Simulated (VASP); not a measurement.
# Bi (P6_3/mmc) in VASP: notebook

The runs below take Bi through single point, relaxation of cell and atoms, with PBE.

Everything below comes from runs of VASP 6.6.1. Logs are shortened: lines on timing, memory, paths and dates and some standing lists are left out, and cuts for length are marked.

## Step 1: The cell of the first run

The structure is hexagonal, space group P6_3/mmc (No. 194). The conventional cell has a = 3.634 Å, b = 3.634 Å, c = 5.974 Å, α = 90.00°, β = 90.00°, γ = 120.00°. Within 4.8 Å of Bi (site symmetry -6m2) lie 12 Bi at 3.63 to 3.65 Å.

## Step 2: Single point, PBE (volume scaled by 1.08)

INCAR

```
PREC     = Accurate       # precision mode
ENCUT    = 520            # plane-wave cutoff, eV
EDIFF    = 1E-7           # SCF threshold, eV
ISMEAR   = -1             # smearing method
SIGMA    = 0.1            # smearing width, eV
LREAL    = False          # projectors in reciprocal space
LASPH    = True           # aspherical terms in the spheres
NELM     = 80             # most SCF steps
ALGO     = Normal         # electronic algorithm
ISIF     = 2              # what is computed and relaxed
LWAVE    = False          # write WAVECAR
LCHARG   = False          # write CHGCAR
GGA      = PE             # functional
NBANDS   = 22             # bands
```

KPOINTS

```
regular mesh
0
Gamma
  12 12 6
```

POSCAR

```
Bi
1.0
    3.6339545408      0.0000000000      0.0000000000
   -1.8169772704      3.1470969485      0.0000000000
    0.0000000000      0.0000000000      5.9740293242
Bi
2
Direct
    0.3333333333      0.6666666667      0.2500000000
    0.6666666667      0.3333333333      0.7500000000
```

Potentials or basis: VASP PAW PBE potentials, release 64 (Bi_d).

Command:

```
cat potpaw_PBE.64/Bi_d/POTCAR > POTCAR
mpirun -np 1 vasp_std > vasp.out
```

OUTCAR:

```text
PREC = Accurate
   ENCUT = 520
   EDIFF = 1E-7
   ISMEAR = -1
   LREAL = False
   LASPH = True
   NELM = 80
   ISIF = 2
   GGA = PE

 ion  position               nearest neighbor table
   1  0.333  0.667  0.250-   2 3.65   2 3.65   2 3.65   2 3.65   2 3.65   2 3.65
   2  0.667  0.333  0.750-   1 3.65   1 3.65   1 3.65   1 3.65   1 3.65   1 3.65

  LATTYP: Found a hexagonal cell.
 ALAT       =     3.6339545408
 C/A-ratio  =     1.6439471813

  Lattice vectors:

 A1 = (   3.6339545408,   0.0000000000,   0.0000000000)
 A2 = (  -1.8169772704,   3.1470969485,   0.0000000000)
 A3 = (   0.0000000000,   0.0000000000,   5.9740293242)

Analysis of symmetry for initial positions (statically):
=====================================================================
 Subroutine PRICEL returns:
 Original cell was already a primitive cell.

 Routine SETGRP: Setting up the symmetry group for a
 hexagonal supercell.

 Subroutine GETGRP returns: Found 24 space group operations
 (whereof 12 operations were pure point group operations)
 out of a pool of 24 trial point group operations.

The static configuration has the point symmetry D_3d.
 The point group associated with its full space group is D_6h.

Analysis of symmetry for dynamics (positions and initial velocities):
=====================================================================
 Subroutine PRICEL returns:
 Original cell was already a primitive cell.

 Routine SETGRP: Setting up the symmetry group for a
 hexagonal supercell.

 Subroutine GETGRP returns: Found 24 space group operations
 (whereof 12 operations were pure point group operations)
 out of a pool of 24 trial point group operations.

The dynamic configuration has the point symmetry D_3d.
 The point group associated with its full space group is D_6h.

 Subroutine INISYM returns: Found 24 space group operations
 (whereof 12 operations are pure point group operations),
 and found     1 'primitive' translations

----------------------------------------------------------------------------------------

                                     Primitive cell

  volume of cell :      68.3214

  direct lattice vectors                    reciprocal lattice vectors
     3.633954541  0.000000000  0.000000000     0.275182309  0.158876580  0.000000000
    -1.816977270  3.147096949  0.000000000     0.000000000  0.317753160  0.000000000
     0.000000000  0.000000000  5.974029324     0.000000000  0.000000000  0.167391210

  length of vectors
     3.633954541  3.633954541  5.974029324     0.317753160  0.317753160  0.167391210

  position of ions in fractional coordinates (direct lattice)
     0.333333333  0.666666667  0.250000000
     0.666666667  0.333333333  0.750000000

  ion indices of the primitive-cell ions
   primitive index   ion index
                 1           1
                 2           2

----------------------------------------------------------------------------------------

 KPOINTS: regular mesh

Automatic generation of k-mesh.
 Grid dimensions read from file:
 generate k-points for:   12   12    6

 Generating k-lattice:

  Cartesian coordinates                     Fractional coordinates (reciprocal lattice)
     0.022931859  0.013239715  0.000000000     0.083333333  0.000000000  0.000000000
     0.000000000  0.026479430  0.000000000     0.000000000  0.083333333  0.000000000
     0.000000000  0.000000000  0.027898535     0.000000000  0.000000000  0.166666667

  Length of vectors
     0.026479430  0.026479430  0.027898535

  Shift w.r.t. Gamma in fractional coordinates (k-lattice)
     0.000000000  0.000000000  0.000000000

 Subroutine IBZKPT returns following result:
 ===========================================

 Found     76 irreducible k-points:

 Following reciprocal coordinates:
            Coordinates               Weight
  0.000000  0.000000  0.000000      1.000000
  0.083333  0.000000  0.000000      6.000000
  0.166667  0.000000  0.000000      6.000000
  0.250000  0.000000  0.000000      6.000000
  0.333333  0.000000  0.000000      6.000000
  0.416667  0.000000  0.000000      6.000000
[... 16 lines left out ...]
  0.250000  0.000000  0.166667     12.000000
  0.333333  0.000000  0.166667     12.000000
 [... further k-points ...]
   k-points           NKPTS =     76   k-points in BZ     NKDIM =     76   number of bands    NBANDS=     22
   number of dos      NEDOS =    301   number of ions     NIONS =      2
   total plane-waves  NPLWV =  37632
   dimension x,y,z NGX =    28 NGY =   28 NGZ =   48
   dimension x,y,z NGXF=    56 NGYF=   56 NGZF=   96
   ions per type =               2
   NGX,Y,Z   is equivalent  to a cutoff of  12.81, 12.81, 13.36 a.u.
   NGXF,Y,Z  is equivalent  to a cutoff of  25.62, 25.62, 26.71 a.u.
 SYSTEM =  unknown system
   PREC   = accura    normal or accurate (medium, high low for compatibility)
   ISTART =      0    job   : 0-new  1-cont  2-samecut
   ICHARG =      2    charge: 1-file 2-atom 10-const
   ISPIN  =      1    spin polarized calculation?
   LNONCOLLINEAR =      F non collinear calculations
   LSORBIT =      F    spin-orbit coupling
   LASPH  =      T    aspherical Exc in radial PAW
   ENCUT  =  520.0 eV  38.22 Ry    6.18 a.u.   6.76  6.76 11.11*2*pi/ulx,y,z
   NELM   =     80;   NELMIN=  2; NELMDL= -5     # of ELM steps
   EDIFF  = 0.1E-06   stopping-criterion for ELM
   LREAL  =      F    real-space projection
   EDIFFG = 0.1E-05   stopping-criterion for IOM
   NSW    =      0    number of steps for IOM
   IBRION =     -1    ionic relax: 0-MD 1-quasi-New 2-CG
   NFREE  =      0    steps in history (QN), initial steepest desc. (CG)
   ISIF   =      2    stress and relaxation
   ISYM   =      2    0-nonsym 1-usesym 2-fastsym
   POTIM  = 0.5000    time-step for ionic-motion
   TEBEG  =    0.0;   TEEND  =   0.0 temperature during run
   PSTRESS=    0.0 pullay stress
   NELECT =      30.0000    total number of electrons
   NUPDOWN=      -1.0000    fix difference up-down
   EMIN   =  10.00;   EMAX   =-10.00  energy-range for DOS
   EFERMI =   0.00;   METHOD = LEGACY
   ISMEAR =    -1;   SIGMA  =   0.10  broadening in eV -4-tet -1-fermi 0-gaus
   EFERMI_NEDOS =   21; number of points for ismear=-14 and -15
   IALGO  =     38    algorithm
   IMIX   =      4    mixing-type and parameters
     AMIX     =   0.40;   BMIX     =  1.00
     AMIX_MAG =   1.60;   BMIX_MAG =  1.00
  volume/ion in A,a.u.               =      34.16       230.53
  Fermi-wavevector in a.u.,A,eV,Ry     =   1.244313  2.351410 21.066098  1.548315
  Thomas-Fermi vector in A             =   2.378585
   LORBIT       =      0    0 simple, 1 ext, 2 COOP (PROOUT), +10 PAW based schemes
   GGA     = PE    functional components
   LHFCALC =     F    Hartree Fock is set to
   AEXX    =    0.0000 exact exchange contribution
   IVDW    =     0    specifies the selected vdW correction
   LEPSILON=     F    determine dielectric tensor
   LRPA    =     F    only Hartree local field effects (RPA)
 non-spin polarized calculation
  energy-cutoff  :      520.00
  volume of cell :       68.32
 maximum number of plane-waves:      1864
 NGX is ok and might be reduce to    28
   NGX = 13   NGY = 13   NGZ = 23

 number of electron      29.9999997 magnetization

 Free energy of the ion-electron system (eV)
  ---------------------------------------------------
  ext. energy  EPLUGINS =         0.00000000
  ---------------------------------------------------
  free energy    TOTEN  =        -7.46919137 eV

  energy without entropy =       -7.42762033  energy(sigma->0) =       -7.44840585

 E-fermi :   6.8879     XC(G=0):  -9.8578

 val. band max:        6.7971924569   @ k =   0.2500   0.0000   0.1667
 cond. band min:       6.8906825051   @ k =   0.1667   0.0833   0.3333
 fundamental gap:      0.0934900482
 Fermi energy:         6.8878680967

 k-point     1 :       0.0000    0.0000    0.0000
  band No.  band energies     occupation
      1     -16.1693      2.00000
      2     -16.1588      2.00000
      3     -16.1541      2.00000
      4     -16.1541      2.00000
      5     -16.1484      2.00000
      6     -16.1484      2.00000
[... 14 lines left out ...]
     21      15.9714      0.00000
     22      16.9133      0.00000

 k-point     2 :       0.0833    0.0000    0.0000
  band No.  band energies     occupation
      1     -16.1692      2.00000
      2     -16.1595      2.00000
      3     -16.1512      2.00000
      4     -16.1478      2.00000
      5     -16.1445      2.00000
      6     -16.1421      2.00000
[... 14 lines left out ...]
     21      15.6083      0.00000
     22      16.6507      0.00000

 k-point     3 :       0.1667    0.0000    0.0000
  band No.  band energies     occupation
      1     -16.1762      2.00000
      2     -16.1529      2.00000
      3     -16.1495      2.00000
      4     -16.1420      2.00000
      5     -16.1401      2.00000
      6     -16.1305      2.00000
[... 14 lines left out ...]
     21      15.6816      0.00000
     22      16.1554      0.00000

 k-point     4 :       0.2500    0.0000    0.0000
  band No.  band energies     occupation
      1     -16.1875      2.00000
      2     -16.1522      2.00000
      3     -16.1518      2.00000
      4     -16.1469      2.00000
      5     -16.1382      2.00000
      6     -16.1069      2.00000
[... 14 lines left out ...]
     21      15.2152      0.00000
     22      16.5090      0.00000

 k-point     5 :       0.3333    0.0000    0.0000
  band No.  band energies     occupation
      1     -16.1982      2.00000
      2     -16.1622      2.00000
      3     -16.1555      2.00000
      4     -16.1533      2.00000
      5     -16.1233      2.00000
      6     -16.1052      2.00000
[... 14 lines left out ...]
     21      14.8179      0.00000
     22      16.5700      0.00000

 k-point     6 :       0.4167    0.0000    0.0000
  band No.  band energies     occupation
      1     -16.2058      2.00000
      2     -16.1702      2.00000
      3     -16.1583      2.00000
      4     -16.1578      2.00000
      5     -16.1130      2.00000
      6     -16.1122      2.00000
[... 14 lines left out ...]
     21      14.5756      0.00000
     22      16.3483      0.00000

 k-point     7 :       0.5000    0.0000    0.0000
  band No.  band energies     occupation
      1     -16.2085      2.00000
      2     -16.1732      2.00000
      3     -16.1594      2.00000
      4     -16.1594      2.00000
      5     -16.1157      2.00000
      6     -16.1081      2.00000
[... 324 lines left out ...]
      6     -16.1504      2.00000
[... 14 lines left out ...]
     21      16.3487      0.00000
     22      16.7471      0.00000

 k-point    21 :       0.0833    0.0000    0.1667
  band No.  band energies     occupation
      1     -16.1679      2.00000
      2     -16.1614      2.00000
      3     -16.1558      2.00000
      4     -16.1526      2.00000
      5     -16.1466      2.00000
      6     -16.1441      2.00000
[... 14 lines left out ...]
     21      16.1022      0.00000
     22      16.3653      0.00000

 k-point    22 :       0.1667    0.0000    0.1667
  band No.  band energies     occupation
      1     -16.1751      2.00000
      2     -16.1592      2.00000
      3     -16.1531      2.00000
      4     -16.1428      2.00000
      5     -16.1378      2.00000
      6     -16.1270      2.00000
[... 14 lines left out ...]
     21      15.3610      0.00000
     22      16.3800      0.00000

 k-point    23 :       0.2500    0.0000    0.1667
  band No.  band energies     occupation
      1     -16.1859      2.00000
      2     -16.1620      2.00000
      3     -16.1525      2.00000
      4     -16.1434      2.00000
      5     -16.1298      2.00000
      6     -16.1119      2.00000
[... 14 lines left out ...]
     21      14.9912      0.00000
     22      16.6508      0.00000

 k-point    24 :       0.3333    0.0000    0.1667
  band No.  band energies     occupation
      1     -16.1961      2.00000
      2     -16.1687      2.00000
      3     -16.1567      2.00000
      4     -16.1481      2.00000
      5     -16.1217      2.00000
      6     -16.1087      2.00000
[... 14 lines left out ...]
     21      15.0001      0.00000
     22      16.2070      0.00000

 [... further k-points ...]
[... 5 lines left out ...]
  --------------------------------------------------------------------------------------
  -------------------------------------------------------------------------------------
  Total       -1.6130782     -1.6130782     -1.2519961      0.0000000      0.0000000      0.0000000
  in kB      -37.8276233    -37.8276233    -29.3600369      0.0000000      0.0000000      0.0000000
  external PRESSURE =     -35.0050945 kB  Pullay stress =       0.0000000 kB

 VOLUME and BASIS-vectors are now :
 -----------------------------------------------------------------------------
  energy-cutoff  :      520.00
  volume of cell :       68.32
      direct lattice vectors                 reciprocal lattice vectors
     3.633954541  0.000000000  0.000000000     0.275182309  0.158876580  0.000000000
    -1.816977270  3.147096949  0.000000000     0.000000000  0.317753160  0.000000000
     0.000000000  0.000000000  5.974029324     0.000000000  0.000000000  0.167391210

 POSITION                                       TOTAL-FORCE (eV/Angst)
 -----------------------------------------------------------------------------------
     -0.00000      2.09806      1.49351         0.000000     -0.000000      0.000000
      1.81698      1.04903      4.48052        -0.000000      0.000000      0.000000
 -----------------------------------------------------------------------------------
    total drift:                                0.000000     -0.000000      0.000000

  FREE ENERGIE OF THE ION-ELECTRON SYSTEM (eV)
  ---------------------------------------------------
  free  energy   TOTEN  =        -7.4691913703 eV

  energy  without entropy=       -7.4276203318  energy(sigma->0) =       -7.44840585
```

It took 50 s on 1 thread of Intel Xeon Platinum 8488C (Sapphire Rapids), shared host; peak memory 0.23 GiB.

Results:

- Free energy: -7.4692 eV
- Pressure: -3.5 GPa
- Band gap on the k mesh: zero (band 15 reaches 10.53 eV, above the bottom of band 16 at 4.39 eV)

Caveat: spin-orbit coupling is left out, which moves the levels of the heavy elements.

## Step 3: Single point, PBE (volume scaled by 1.12)

INCAR

```
SYSTEM = Bi
PREC = Accurate
ENCUT = 520
EDIFF = 1E-6
ISMEAR = -1
SIGMA = 0.1
LREAL = .False.
LASPH = .True.
NELM = 60
ALGO = Normal
ISIF = 2
LWAVE = .False.
LCHARG = .False.
GGA = PE
NBANDS = 22
```

KPOINTS

```
Automatic mesh
0
Gamma
  12 12 6
  0 0 0
```

POSCAR

```
Bi
1.0
    3.6782754276      0.0000000000      0.0000000000
   -1.8391377138      3.1854799624      0.0000000000
    0.0000000000      0.0000000000      6.0468905212
Bi
2
Direct
    0.3333333333      0.6666666667      0.2500000000
    0.6666666667      0.3333333333      0.7500000000
```

Potentials or basis: VASP PAW PBE potentials, release 64 (Bi_d).

Command:

```
cat potpaw_PBE.64/Bi_d/POTCAR > POTCAR
mpirun -np 1 vasp_std > vasp.out
```

Wall time 43 s (1 thread of Intel Xeon Platinum 8488C (Sapphire Rapids), shared host); peak memory 0.23 GiB.

The run converged. Its results:

* Free energy: -7.4053 eV
* Pressure: -4.7 GPa
* Band gap on the k mesh: zero (band 15 reaches 9.94 eV, above the bottom of band 16 at 4.10 eV)

Stress tensor (GPa, compression positive):
```
-4.97  0.00  0.00
 0.00 -4.97  0.00
 0.00  0.00 -4.11
```

Levels at points of the mesh, in eV from the Fermi level:
```tsv
k point	band 12	band 13	band 14	band 15	band 16	band 17	band 18	band 19
(0.00, 0.00, 0.00)	-10.60	-4.57	2.87	2.87	4.10	4.12	4.12	6.45
(0.50, 0.00, 0.00)	-9.80	-3.93	-2.67	-1.66	0.29	0.38	2.83	4.75
(0.00, 0.00, 0.50)	-11.94	-1.15	-1.15	3.46	3.46	3.46	3.46	7.34
(0.50, 0.00, 0.50)	-10.18	-4.18	-4.18	1.22	1.22	1.37	1.37	5.37
```

Caveat: spin-orbit coupling is left out, which moves the levels of the heavy elements.

(Part 1 of 3 ends here.)
